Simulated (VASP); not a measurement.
# TaGe3Pt2 (P-4m2) in VASP: relaxation of cell and atoms with PBE

Aim: the relaxation of cell and atoms of TaGe3Pt2 with PBE.

Program: VASP 6.6.1. These are calculated values, not measurements. Logs are shortened: lines on timing, memory, paths and dates and some standing lists are left out, and cuts for length are marked.

## 1. The cell of the first run

Symmetry: P-4m2, No. 115, tetragonal system. The conventional cell has a = 4.357 Å, b = 4.357 Å, c = 5.971 Å, α = 90.00°, β = 90.00°, γ = 90.00°. Ta (site symmetry -4m2) has 4 Pt at 2.60 Å and 6 Ge at 2.99 to 3.08 Å within 3.4 Å. Ge (site symmetry -4m2) has 4 Pt at 2.60 Å and 2 Ge at 2.99 Å and 4 Ta at 3.08 Å within 3.4 Å. Within 3.5 Å of Ge (site symmetry -4m2) lie 4 Pt at 2.69 Å and 2 Ta at 2.99 Å and 4 Ge at 3.08 Å. Within 3.5 Å of Ge (site symmetry -4m2) lie 4 Pt at 2.69 Å and 6 Ge at 2.99 to 3.08 Å. Pt (site symmetry 2mm) has 2 Ta at 2.60 Å and 6 Ge at 2.60 to 2.69 Å within 3.4 Å.

## 2. Relaxation of cell and atoms, PBE

The input, INCAR:

```
PREC = Accurate ; ENCUT = 600
EDIFF = 1E-6 ; ISMEAR = 0
SIGMA = 0.1 ; LREAL = F
LASPH = T ; NELM = 80
ALGO = Normal ; ISIF = 3
LWAVE = F ; LCHARG = F
GGA = PE ; IBRION = 2
NSW = 100 ; EDIFFG = -0.01
```

The input, KPOINTS:

```
Automatic mesh
0
Gamma
  8 8 6
```

The input, POSCAR:

```
TaGe3Pt2
1.0
    4.3574920203      0.0000000000      0.0000000000
    0.0000000000      4.3574920203      0.0000000000
    0.0000000000      0.0000000000      5.9709760259
Ta Ge Pt
1 3 2
Direct
    0.5000000000      0.5000000000      0.0000000000
    0.0000000000      0.0000000000      0.0000000000
    0.5000000000      0.5000000000      0.5000000000
    0.0000000000      0.0000000000      0.5000000000
    0.5000000000      0.0000000000      0.7630823884
    0.0000000000      0.5000000000      0.2369176116
```

Potentials or basis: VASP PAW PBE potentials, release 64 (Ta_pv, Ge_d, Pt).

Command:

```console
$ cat potpaw_PBE.64/Ta_pv/POTCAR potpaw_PBE.64/Ge_d/POTCAR potpaw_PBE.64/Pt/POTCAR > POTCAR
$ mpirun -np 1 vasp_std > vasp.out
```

OUTCAR:

```text
PREC = Accurate
   ENCUT = 600
   EDIFF = 1E-6
   ISMEAR = 0
   LREAL = F
   LASPH = T
   NELM = 80
   ISIF = 3
   GGA = PE
   IBRION = 2
   NSW = 100
   EDIFFG = -0.01

 ion  position               nearest neighbor table
   1  0.500  0.500  0.000-   5 2.60   6 2.60   5 2.60   6 2.60   3 2.99   3 2.99   2 3.08   2 3.08
                             2 3.08   2 3.08
   2  0.000  0.000  0.000-   5 2.60   6 2.60   6 2.60   5 2.60   1 3.08   1 3.08   1 3.08   1 3.08

   3  0.500  0.500  0.500-   5 2.69   6 2.69   5 2.69   6 2.69   1 2.99   1 2.99
   4  0.000  0.000  0.500-   5 2.69   6 2.69   6 2.69   5 2.69
   5  0.500  0.000  0.763-   1 2.60   2 2.60   1 2.60   2 2.60   3 2.69   3 2.69   4 2.69   4 2.69

   6  0.000  0.500  0.237-   1 2.60   2 2.60   2 2.60   1 2.60   3 2.69   4 2.69   4 2.69   3 2.69

  LATTYP: Found a simple tetragonal cell.
 ALAT       =     4.3574920203
 C/A-ratio  =     1.3702781320

  Lattice vectors:

 A1 = (   4.3574920203,   0.0000000000,   0.0000000000)
 A2 = (   0.0000000000,   4.3574920203,   0.0000000000)
 A3 = (   0.0000000000,   0.0000000000,   5.9709760259)

Analysis of symmetry for initial positions (statically):
=====================================================================
 Subroutine PRICEL returns:
 Original cell was already a primitive cell.

 Routine SETGRP: Setting up the symmetry group for a
 simple tetragonal supercell.

 Subroutine GETGRP returns: Found  8 space group operations
 (whereof  8 operations were pure point group operations)
 out of a pool of 16 trial point group operations.

The static configuration has the point symmetry D_2d.

Analysis of symmetry for dynamics (positions and initial velocities):
=====================================================================
 Subroutine PRICEL returns:
 Original cell was already a primitive cell.

 Routine SETGRP: Setting up the symmetry group for a
 simple tetragonal supercell.

 Subroutine GETGRP returns: Found  8 space group operations
 (whereof  8 operations were pure point group operations)
 out of a pool of 16 trial point group operations.

The dynamic configuration has the point symmetry D_2d.

 Subroutine INISYM returns: Found  8 space group operations
 (whereof  8 operations are pure point group operations),
 and found     1 'primitive' translations

----------------------------------------------------------------------------------------

                                     Primitive cell

  volume of cell :     113.3753

  direct lattice vectors                    reciprocal lattice vectors
     4.357492020  0.000000000  0.000000000     0.229489806  0.000000000  0.000000000
     0.000000000  4.357492020  0.000000000     0.000000000  0.229489806  0.000000000
     0.000000000  0.000000000  5.970976026     0.000000000  0.000000000  0.167476807

  length of vectors
     4.357492020  4.357492020  5.970976026     0.229489806  0.229489806  0.167476807

  position of ions in fractional coordinates (direct lattice)
     0.500000000  0.500000000  0.000000000
     0.000000000  0.000000000  0.000000000
     0.500000000  0.500000000  0.500000000
     0.000000000  0.000000000  0.500000000
     0.500000000  0.000000000  0.763082388
     0.000000000  0.500000000  0.236917612

  ion indices of the primitive-cell ions
   primitive index   ion index
                 1           1
                 2           2
                 3           3
                 4           4
                 5           5
                 6           6

----------------------------------------------------------------------------------------

 KPOINTS: Automatic mesh

Automatic generation of k-mesh.
 Grid dimensions read from file:
 generate k-points for:    8    8    6

 Generating k-lattice:

  Cartesian coordinates                     Fractional coordinates (reciprocal lattice)
     0.028686226  0.000000000  0.000000000     0.125000000  0.000000000  0.000000000
     0.000000000  0.028686226  0.000000000     0.000000000  0.125000000  0.000000000
     0.000000000  0.000000000  0.027912801     0.000000000  0.000000000  0.166666667

  Length of vectors
     0.028686226  0.028686226  0.027912801

  Shift w.r.t. Gamma in fractional coordinates (k-lattice)
     0.000000000  0.000000000  0.000000000

 Subroutine IBZKPT returns following result:
 ===========================================

 Found     60 irreducible k-points:

 Following reciprocal coordinates:
            Coordinates               Weight
  0.000000  0.000000  0.000000      1.000000
  0.125000  0.000000  0.000000      4.000000
  0.250000  0.000000  0.000000      4.000000
  0.375000  0.000000  0.000000      4.000000
  0.500000  0.000000  0.000000      2.000000
  0.125000  0.125000  0.000000      4.000000
[... 16 lines left out ...]
  0.375000  0.125000  0.166667     16.000000
  0.500000  0.125000  0.166667      8.000000
 [... further k-points ...]
   k-points           NKPTS =     60   k-points in BZ     NKDIM =     60   number of bands    NBANDS=     43
   number of dos      NEDOS =    301   number of ions     NIONS =      6
   total plane-waves  NPLWV =  62208
   dimension x,y,z NGX =    36 NGY =   36 NGZ =   48
   dimension x,y,z NGXF=    72 NGYF=   72 NGZF=   96
   ions per type =               1   3   2
   NGX,Y,Z   is equivalent  to a cutoff of  13.73, 13.73, 13.36 a.u.
   NGXF,Y,Z  is equivalent  to a cutoff of  27.47, 27.47, 26.73 a.u.
 SYSTEM =  unknown system
   PREC   = accura    normal or accurate (medium, high low for compatibility)
   ISTART =      0    job   : 0-new  1-cont  2-samecut
   ICHARG =      2    charge: 1-file 2-atom 10-const
   ISPIN  =      1    spin polarized calculation?
   LNONCOLLINEAR =      F non collinear calculations
   LSORBIT =      F    spin-orbit coupling
   LASPH  =      T    aspherical Exc in radial PAW
   ENCUT  =  600.0 eV  44.10 Ry    6.64 a.u.   8.70  8.70 11.93*2*pi/ulx,y,z
   NELM   =     80;   NELMIN=  2; NELMDL= -5     # of ELM steps
   EDIFF  = 0.1E-05   stopping-criterion for ELM
   LREAL  =      F    real-space projection
   EDIFFG = -.1E-01   stopping-criterion for IOM
   NSW    =    100    number of steps for IOM
   IBRION =      2    ionic relax: 0-MD 1-quasi-New 2-CG
   NFREE  =      1    steps in history (QN), initial steepest desc. (CG)
   ISIF   =      3    stress and relaxation
   ISYM   =      2    0-nonsym 1-usesym 2-fastsym
   POTIM  = 0.5000    time-step for ionic-motion
   TEBEG  =    0.0;   TEEND  =   0.0 temperature during run
   PSTRESS=    0.0 pullay stress
   NELECT =      73.0000    total number of electrons
   NUPDOWN=      -1.0000    fix difference up-down
   EMIN   =  10.00;   EMAX   =-10.00  energy-range for DOS
   EFERMI =   0.00;   METHOD = LEGACY
   ISMEAR =     0;   SIGMA  =   0.10  broadening in eV -4-tet -1-fermi 0-gaus
   EFERMI_NEDOS =   21; number of points for ismear=-14 and -15
   IALGO  =     38    algorithm
   IMIX   =      4    mixing-type and parameters
     AMIX     =   0.40;   BMIX     =  1.00
     AMIX_MAG =   1.60;   BMIX_MAG =  1.00
  volume/ion in A,a.u.               =      18.90       127.52
  Fermi-wavevector in a.u.,A,eV,Ry     =   1.413653  2.671418 27.190099  1.998416
  Thomas-Fermi vector in A             =   2.535277
   LORBIT       =      0    0 simple, 1 ext, 2 COOP (PROOUT), +10 PAW based schemes
   GGA     = PE    functional components
   LHFCALC =     F    Hartree Fock is set to
   AEXX    =    0.0000 exact exchange contribution
   IVDW    =     0    specifies the selected vdW correction
   LEPSILON=     F    determine dielectric tensor
   LRPA    =     F    only Hartree local field effects (RPA)
 conjugate gradient relaxation of ions
 non-spin polarized calculation
 Gauss-broadening in eV      SIGMA  =   0.10
  energy-cutoff  :      600.00
  volume of cell :      113.38
 maximum number of plane-waves:      3840
 NGX is ok and might be reduce to    36
   NGX = 17   NGY = 17   NGZ = 23

--------------------------------------- Ionic step        1  -------------------------------------------

 number of electron      73.0000013 magnetization

 Free energy of the ion-electron system (eV)
  ---------------------------------------------------
  ext. energy  EPLUGINS =         0.00000000
  ---------------------------------------------------
  free energy    TOTEN  =       -39.74001203 eV

  energy without entropy =      -39.73240071  energy(sigma->0) =      -39.73620637

------------------------ aborting loop because EDIFF is reached ----------------------------------------

  FORCE on cell =-STRESS in cart. coord.  units (eV):
  Direction    XX          YY          ZZ          XY          YZ          ZX
  --------------------------------------------------------------------------------------
  -------------------------------------------------------------------------------------
  Total        0.3035527      0.3035527      0.2629809      0.0000000     -0.0000000     -0.0000000
  in kB        4.2896921      4.2896921      3.7163476      0.0000000     -0.0000000     -0.0000000
  external PRESSURE =       4.0985773 kB  Pullay stress =       0.0000000 kB
[... 265 lines left out ...]
  energy  without entropy=      -39.7334153404  energy(sigma->0) =      -39.73719480

--------------------------------------- Ionic step        8  -------------------------------------------

 number of electron      73.0000012 magnetization

 Free energy of the ion-electron system (eV)
  ---------------------------------------------------
  ext. energy  EPLUGINS =         0.00000000
  ---------------------------------------------------
  free energy    TOTEN  =       -39.74098816 eV

  energy without entropy =      -39.73343256  energy(sigma->0) =      -39.73721036

 E-fermi :   7.3687     XC(G=0): -11.5080

 val. band max:        7.3203658742   @ k =   0.3750   0.2500   0.0000
 cond. band min:       7.3747152058   @ k =   0.2500   0.2500   0.3333
 fundamental gap:      0.0543493316
 Fermi energy:         7.3687185054

 k-point     1 :       0.0000    0.0000    0.0000
  band No.  band energies     occupation
      1     -28.0298      2.00000
      2     -28.0298      2.00000
      3     -27.9701      2.00000
      4     -17.5867      2.00000
      5     -17.5604      2.00000
      6     -17.5604      2.00000
[... 1093 lines left out ...]
     42       9.9165      0.00000
     43      10.0194      0.00000

 [... further k-points ...]

------------------------ aborting loop because EDIFF is reached ----------------------------------------

  FORCE on cell =-STRESS in cart. coord.  units (eV):
  Direction    XX          YY          ZZ          XY          YZ          ZX
  --------------------------------------------------------------------------------------
  -------------------------------------------------------------------------------------
  Total        0.0290529      0.0290529     -0.0434946      0.0000000      0.0000000      0.0000000
  in kB        0.4092583      0.4092583     -0.6126937      0.0000000      0.0000000      0.0000000
  external PRESSURE =       0.0686076 kB  Pullay stress =       0.0000000 kB
[... 21 lines left out ...]
  FREE ENERGIE OF THE ION-ELECTRON SYSTEM (eV)
  ---------------------------------------------------
  free  energy   TOTEN  =       -39.7409881650 eV

  energy  without entropy=      -39.7334325609  energy(sigma->0) =      -39.73721036

 reached required accuracy - stopping structural energy minimisation
```

Run time: 12 min. Hardware: 1 thread of Intel Xeon 6975P-C (Granite Rapids), shared host; peak memory 0.49 GiB.

What came out:

| Item | Value |
| --- | --- |
| Free energy | -39.7410 eV |
| Relaxed volume | 18.96 Å³/atom |
| Relaxed cell | a = 4.363 Å, b = 4.363 Å, c = 5.975 Å, α = 90.00°, β = 90.00°, γ = 90.00° |
| Space group after relaxing (to 0.1 Å) | P-4m2 (No. 115) |
| Energy gained by relaxing | 0.2 meV/atom |
| Ionic steps | 8 |
| Pressure after relaxing | 0.0 GPa |
| Band gap on the k mesh | zero (an odd number of electrons rules out a gap without spin polarisation) |

Step by step:
| step | energy change (eV) | largest force (eV/Å) | pressure (GPa) | volume (Å³) |
| --- | --- | --- | --- | --- |
| 1 | 0.0000 | 0.0794 | 0.41 | 113.38 |
| 2 | 0.0000 | 0.0680 | -0.62 | 114.17 |
| 3 | -0.0006 | 0.0741 | -0.22 | 113.76 |
| 4 | -0.0006 | 0.0741 | -0.07 | 113.70 |
| 5 | -0.0006 | 0.0741 | -0.09 | 113.72 |
| 6 | -0.0006 | 0.0740 | -0.13 | 113.75 |
| 7 | -0.0010 | 0.0113 | 0.01 | 113.74 |
| 8 | -0.0010 | 0.0017 | 0.01 | 113.74 |

Final structure:
```yaml
crystal:
  lattice:
    - [4.36292, 0.00000, 0.00000]
    - [0.00000, 4.36292, 0.00000]
    - [0.00000, 0.00000, 5.97515]
  atoms:
    - { symbol: Ta, position: [0.50000, 0.50000, 0.00000] }
    - { symbol: Ge, position: [0.00000, 0.00000, 0.00000] }
    - { symbol: Ge, position: [0.50000, 0.50000, 0.50000] }
    - { symbol: Ge, position: [0.00000, 0.00000, 0.50000] }
    - { symbol: Pt, position: [0.50000, 0.00000, 0.76422] }
    - { symbol: Pt, position: [0.00000, 0.50000, 0.23578] }
```

Caveat: spin-orbit coupling is left out, which moves the levels of the heavy elements; an odd number of electrons without spin polarisation forces a metal; a magnetic or distorted state may lie lower.

The gap in the log of VASP goes by the Fermi energy; the results here count the filled bands.